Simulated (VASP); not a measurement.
# RbBr (I4/mmm) in VASP: single point with HSE06

Aim: the single point of RbBr with HSE06.

All numbers are computed with VASP 6.6.1; they aren't measurements. Logs are shortened: lines on timing, memory, paths and dates and some standing lists are left out, and cuts for length are marked.

**1. The cell of the first run**

It takes space group I4/mmm (No. 139, tetragonal). The conventional cell has a = 4.718 Å, b = 4.718 Å, c = 6.981 Å, α = 90.00°, β = 90.00°, γ = 90.00°. Rb (site symmetry 4/mmm) has 6 Br at 3.34 to 3.49 Å within 4.4 Å. Br (site symmetry 4/mmm) has 6 Rb at 3.34 to 3.49 Å within 4.4 Å.

**2. Single point, HSE06 (epitaxial xy strain -3.6%)**

Input file POSCAR:

```
RbBr
1.0
    0.0000000000      3.3358902689      3.4904613031
    3.3358902689      0.0000000000      3.4904613031
    3.3358902689      3.3358902689      0.0000000000
Rb Br
1 1
Direct
    0.0000000000      0.0000000000      0.0000000000
    0.5000000000      0.5000000000      0.5000000000
```

Input file INCAR.step1:

```
SYSTEM = RbBr
  ALGO = Normal
  EDIFF = 1E-5
  ENCUT = 520
  GGA = PE
  ISIF = 2
  ISMEAR = 0
  LASPH = .True.
  LREAL = .False.
  LWAVE = .True.
  NBANDS = 15
  NELM = 60
  PREC = Accurate
  SIGMA = 0.01
```

Input file INCAR.step2:

```
SYSTEM = RbBr
  ALGO = Normal
  EDIFF = 1E-6
  ENCUT = 520
  GGA = PE
  HFSCREEN = 0.2079
  ISIF = 2
  ISMEAR = 0
  ISTART = 1
  LASPH = .True.
  LCHARG = .True.
  LELF = .True.
  LHFCALC = .True.
  LREAL = .False.
  LVHAR = .True.
  LWAVE = .False.
  NBANDS = 15
  NELM = 60
  PREC = Accurate
  PRECFOCK = Normal
  SIGMA = 0.01
```

Input file KPOINTS:

```
k-points
0
Gamma
  4 4 4
  0 0 0
```

Potentials or basis: VASP PAW PBE potentials, release 64 (Rb_sv, Br).

Command:

```console
cat potpaw_PBE.64/Rb_sv/POTCAR potpaw_PBE.64/Br/POTCAR > POTCAR
cp INCAR.step1 INCAR
mpirun -np 1 vasp_std > vasp.out
cp INCAR.step2 INCAR
mpirun -np 1 vasp_std > vasp.out
```

OUTCAR:

```text
SYSTEM = RbBr
   EDIFF = 1E-6
   ENCUT = 520
   GGA = PE
   HFSCREEN = 0.2079
   ISIF = 2
   ISMEAR = 0
   ISTART = 1
   LASPH = .True.
   LHFCALC = .True.
   LREAL = .False.
   NELM = 60
   PREC = Accurate
   PRECFOCK = Normal

 ion  position               nearest neighbor table
   1  0.000  0.000  0.000-   2 3.34   2 3.34   2 3.34   2 3.34   2 3.49   2 3.49
   2  0.500  0.500  0.500-   1 3.34   1 3.34   1 3.34   1 3.34   1 3.49   1 3.49

  LATTYP: Found a body centered tetragonal cell.
 ALAT       =     4.7176612609
 C/A-ratio  =     1.4797422325

  Lattice vectors:

 A1 = (  -3.3358902689,   0.0000000000,   3.4904613031)
 A2 = (   3.3358902689,   0.0000000000,   3.4904613031)
 A3 = (   0.0000000000,   3.3358902689,  -3.4904613031)

Analysis of symmetry for initial positions (statically):
=====================================================================
 Subroutine PRICEL returns:
 Original cell was already a primitive cell.

 Routine SETGRP: Setting up the symmetry group for a
 body centered tetragonal supercell.

 Subroutine GETGRP returns: Found 16 space group operations
 (whereof 16 operations were pure point group operations)
 out of a pool of 16 trial point group operations.

The static configuration has the point symmetry D_4h.

Analysis of symmetry for dynamics (positions and initial velocities):
=====================================================================
 Subroutine PRICEL returns:
 Original cell was already a primitive cell.

 Routine SETGRP: Setting up the symmetry group for a
 body centered tetragonal supercell.

 Subroutine GETGRP returns: Found 16 space group operations
 (whereof 16 operations were pure point group operations)
 out of a pool of 16 trial point group operations.

The dynamic configuration has the point symmetry D_4h.

 Subroutine INISYM returns: Found 16 space group operations
 (whereof 16 operations are pure point group operations),
 and found     1 'primitive' translations

----------------------------------------------------------------------------------------

                                     Primitive cell

  volume of cell :      77.6849

  direct lattice vectors                    reciprocal lattice vectors
     0.000000000  3.335890269  3.490461303    -0.149885026  0.149885026  0.143247541
     3.335890269  0.000000000  3.490461303     0.149885026 -0.149885026  0.143247541
     3.335890269  3.335890269  0.000000000     0.149885026  0.149885026 -0.143247541

  length of vectors
[... 88 lines left out ...]
   IMIX   =      1    mixing-type and parameters
     AMIX     =   0.40;   BMIX     =  1.00
     AMIX_MAG =   1.60;   BMIX_MAG =  1.00
  volume/ion in A,a.u.               =      38.84       262.12
  Fermi-wavevector in a.u.,A,eV,Ry     =   0.966799  1.826985 12.717361  0.934700
  Thomas-Fermi vector in A             =   2.096631
   LORBIT       =      0    0 simple, 1 ext, 2 COOP (PROOUT), +10 PAW based schemes
   GGA     = PE    functional components
   LHFCALC =     T    Hartree Fock is set to
   PRECFOCK=normal    Normal, Fast or Accurate (Low or Medium for compatibility)
   ENCUT4O =  -1.0   cutoff for four orbital integrals eV
   NKREDX  =     1    reduce k-point grid by
   NKREDY  =     1    reduce k-point grid by
   NKREDZ  =     1    reduce k-point grid by
   AEXX    =    0.2500 exact exchange contribution
   HFSCREEN=    0.2079 screening length (either q_TF or 0.3 A-1)
   HFSCREENC=   0.2079 screening length for correlation (either q_TF or 0.3 A-1)
   ENCUTFOCK=  -1.0 apply spherical cutoff to Coloumb kernel
   IVDW    =     0    specifies the selected vdW correction
   LEPSILON=     F    determine dielectric tensor
   LRPA    =     F    only Hartree local field effects (RPA)
 non-spin polarized calculation
 Gauss-broadening in eV      SIGMA  =   0.01
  energy-cutoff  :      520.00
  volume of cell :       77.68
 maximum number of plane-waves:      2104
  NGX = 28; NGY = 28; NGZ = 28

 number of electron      16.0000002 magnetization

 Free energy of the ion-electron system (eV)
  ---------------------------------------------------
  ext. energy  EPLUGINS =         0.00000000
  ---------------------------------------------------
  free energy    TOTEN  =        -7.03282178 eV

  energy without entropy =       -7.03282178  energy(sigma->0) =       -7.03282178

 E-fermi :  -2.3983     XC(G=0):  -6.1878

 val. band max:       -2.4697478648   @ k =   0.0000   0.0000   0.0000
 cond. band min:       3.1244376571   @ k =   0.0000   0.0000   0.0000
 fundamental gap:      5.5941855219
 Fermi energy:        -2.3982904738

 k-point     1 :       0.0000    0.0000    0.0000
  band No.  band energies     occupation
      1     -28.5025      2.00000
      2     -15.7358      2.00000
      3     -11.4280      2.00000
      4     -11.4280      2.00000
      5     -11.4138      2.00000
      6      -2.5264      2.00000
      7      -2.4697      2.00000
      8      -2.4697      2.00000
      9       3.1244      0.00000
     10       5.8816      0.00000
     11       6.1655      0.00000
     12       6.1655      0.00000
     13       6.9559      0.00000
     14       7.1909      0.00000
[... 203 lines left out ...]
      2     -15.6884      2.00000
      3     -11.5966      2.00000
      4     -11.5966      2.00000
      5     -11.4141      2.00000
      6      -2.9848      2.00000
      7      -2.8364      2.00000
      8      -2.8364      2.00000
      9       5.7180      0.00000
     10       5.7180      0.00000
     11       7.3568      0.00000
     12       7.7962      0.00000
     13       9.7995      0.00000
     14       9.8167      0.00000
     15      10.2369      0.00000

------------------------ aborting loop because EDIFF is reached ----------------------------------------

  FORCE on cell =-STRESS in cart. coord.  units (eV):
  Direction    XX          YY          ZZ          XY          YZ          ZX
  --------------------------------------------------------------------------------------
  -------------------------------------------------------------------------------------
  Total        0.9990595      0.9990595      0.1881172      0.0000000     -0.0000000      0.0000000
  in kB       20.6046660     20.6046660      3.8797415      0.0000000     -0.0000000      0.0000000
  external PRESSURE =      15.0296912 kB  Pullay stress =       0.0000000 kB

 VOLUME and BASIS-vectors are now :
 -----------------------------------------------------------------------------
  energy-cutoff  :      520.00
  volume of cell :       77.68
      direct lattice vectors                 reciprocal lattice vectors
     0.000000000  3.335890269  3.490461303    -0.149885026  0.149885026  0.143247541
     3.335890269  0.000000000  3.490461303     0.149885026 -0.149885026  0.143247541
     3.335890269  3.335890269  0.000000000     0.149885026  0.149885026 -0.143247541

 POSITION                                       TOTAL-FORCE (eV/Angst)
 -----------------------------------------------------------------------------------
      0.00000      0.00000      0.00000         0.000000      0.000000      0.000000
      3.33589      3.33589      3.49046         0.000000      0.000000      0.000000
 -----------------------------------------------------------------------------------
    total drift:                               -0.000000      0.000000     -0.000001

  FREE ENERGIE OF THE ION-ELECTRON SYSTEM (eV)
  ---------------------------------------------------
  free  energy   TOTEN  =        -7.0328217850 eV

  energy  without entropy=       -7.0328217850  energy(sigma->0) =       -7.03282178
```

OUTCAR.step1:

```text
SYSTEM = RbBr
   EDIFF = 1E-5
   ENCUT = 520
   GGA = PE
   ISIF = 2
   ISMEAR = 0
[... 443 lines left out ...]
      0.00000      0.00000      0.00000        -0.000000      0.000000     -0.000000
      3.33589      3.33589      3.49046         0.000000     -0.000000      0.000000
 -----------------------------------------------------------------------------------
    total drift:                                0.000000      0.000000      0.000000

  FREE ENERGIE OF THE ION-ELECTRON SYSTEM (eV)
  ---------------------------------------------------
  free  energy   TOTEN  =        -6.0607288357 eV

  energy  without entropy=       -6.0607288357  energy(sigma->0) =       -6.06072884
```

OSZICAR.step1:

```text
N       E                     dE             d eps       ncg     rms          rms(c)
DAV:   1     0.835259729870E+02    0.83526E+02   -0.66290E+03   390   0.912E+02
DAV:   2    -0.432710696158E+00   -0.83959E+02   -0.77794E+02   547   0.165E+02
DAV:   3    -0.611953174588E+01   -0.56868E+01   -0.56632E+01   516   0.441E+01
DAV:   4    -0.627209916794E+01   -0.15257E+00   -0.15255E+00   578   0.687E+00
DAV:   5    -0.627294296428E+01   -0.84380E-03   -0.84379E-03   502   0.544E-01    0.317E+00
DAV:   6    -0.606422847980E+01    0.20871E+00   -0.25822E-01   467   0.236E+00    0.212E+00
DAV:   7    -0.604891929553E+01    0.15309E-01   -0.12457E-01   537   0.175E+00    0.102E+00
DAV:   8    -0.605989110016E+01   -0.10972E-01   -0.12933E-02   412   0.674E-01    0.984E-02
DAV:   9    -0.606030457959E+01   -0.41348E-03   -0.55807E-04   530   0.123E-01    0.685E-02
DAV:  10    -0.606072738629E+01   -0.42281E-03   -0.57810E-04   404   0.128E-01    0.271E-02
DAV:  11    -0.606072883570E+01   -0.14494E-05   -0.32642E-05   502   0.296E-02
   1 F= -.60607288E+01 E0= -.60607288E+01  d E =-.856363E-24
```

Wall time 21 min (1 thread of Oxide Virtual Turin-like, shared host); peak memory 0.29 GiB.

What came out:

- Free energy: -7.0328 eV
- Pressure: 1.5 GPa
- Band gap on the k mesh: 5.59 eV

Caveat: the cell differs from its parent crystal (epitaxial xy strain -3.6%); the PAW data sets were made with another functional, which shifts forces and pressure a little.
